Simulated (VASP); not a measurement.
## Si16HC16 (a cell with a defect): single point with PBE

System: Si16HC16 (a cell with a defect).

```xyz
33
Lattice="-4.3797 -4.3797 4.3797 4.3797 -4.3797 -4.3797 4.3797 4.3797 4.3797" Properties=species:S:1:pos:R:3 pbc="T T T"
Si    3.2642   -3.2998   -1.0554
Si    5.4967   -1.0666   -1.0553
Si    1.0985   -3.2813    1.1089
Si    3.2764   -1.0789    1.0993
Si    5.4782    1.0985    1.1089
Si    3.2738   -3.2780    3.2749
Si    1.0953   -5.4563   -1.1048
Si    1.0979    1.0979    0.9201
Si   -1.0766   -3.2844    3.2749
Si    1.0799   -1.1155    3.3243
Si    3.3131    1.1169    3.3244
Si    1.1017   -1.1059   -1.1049
Si   -1.0789   -5.4831    1.0993
Si   -1.0947   -1.0947    5.4972
Si    1.0984    1.0984    5.4927
Si   -1.0877   -1.0877    1.1175
C     2.1863   -2.1760    0.0170
C     4.3731    0.0111    0.0169
C     0.0125   -2.1839    2.1986
C     2.1324    0.0644    2.2324
C     4.3811    2.1847    2.1986
C     2.2037   -2.1935    4.3967
C     0.0111   -4.3863    0.0169
C     0.0644   -6.6270    2.2324
C    -2.1692   -2.1692    4.3517
C    -0.0037   -0.0037    4.4087
C     2.2008    2.2008    4.4088
C    -0.0139   -0.0139   -0.0283
C    -2.1708   -4.3914    2.1992
C     2.1847   -4.3783    2.1986
C     4.3680   -2.1708    2.1992
C     2.1959   -4.3673   -2.1811
H     1.0987    1.0987    2.5621
```

```yaml
Program: VASP 6.6.1
Task: single point
Functional: PBE
Potentials_or_basis: VASP PAW PBE potentials, release 64 (Si, C, H)
Cutoff: 520 eV
k_mesh: 2 × 2 × 2, shifted
Occupations: gaussian, width 0.02 eV
Spin: no spin polarisation
Dipole_correction: no
Charge: 1
Further_INCAR_settings: LREAL = Auto; ALGO = Normal; EDIFF = 1e-06; NBANDS = 86; NELECT = 128.0
```

- Largest force: 0.023 eV/Å

Forces on the atoms (eV/Å):
```
Si  -0.008  0.002  0.015
Si   0.009 -0.005  0.013
Si   0.006  0.007 -0.017
Si  -0.004 -0.008 -0.012
Si   0.007  0.006 -0.017
Si  -0.001  0.001  0.018
Si   0.011 -0.009  0.018
Si   0.012  0.012  0.012
Si  -0.009  0.011  0.018
Si   0.002 -0.008  0.015
Si  -0.005  0.009  0.013
Si   0.001 -0.001  0.018
Si  -0.008 -0.004 -0.012
Si  -0.005 -0.005 -0.020
Si   0.005  0.005 -0.022
Si  -0.002 -0.002 -0.017
C    0.001 -0.009 -0.013
C    0.005 -0.005 -0.009
C   -0.003 -0.001  0.001
C    0.006 -0.001  0.002
C    0.003 -0.006  0.013
C   -0.009  0.001 -0.013
C   -0.005  0.005 -0.009
C   -0.001  0.006  0.002
C   -0.004 -0.004  0.004
C    0.004  0.004 -0.014
C   -0.006 -0.006 -0.011
C    0.003  0.003  0.005
C   -0.008  0.008 -0.002
C   -0.006  0.003  0.013
C    0.008 -0.008 -0.002
C   -0.001 -0.003  0.001
H    0.003  0.003  0.009
```

Levels at points of the mesh, in eV from the Fermi level:
| k point | band 61 | band 62 | band 63 | band 64 | band 65 | band 66 | band 67 | band 68 |
| --- | --- | --- | --- | --- | --- | --- | --- | --- |
| (0.25, 0.25, 0.25) | -0.17 | -0.16 | -0.16 | -0.15 | 3.12 | 3.85 | 3.99 | 4.13 |

It took 5.6 min on 1 thread of Intel Xeon 8259CL, with other jobs on the host, peak memory 0.43 GiB.

Caveat: the cell carries a net charge on a neutralising background, which shifts energy and pressure; the cell is charged against a uniform background, so pressure and absolute levels hang on convention.
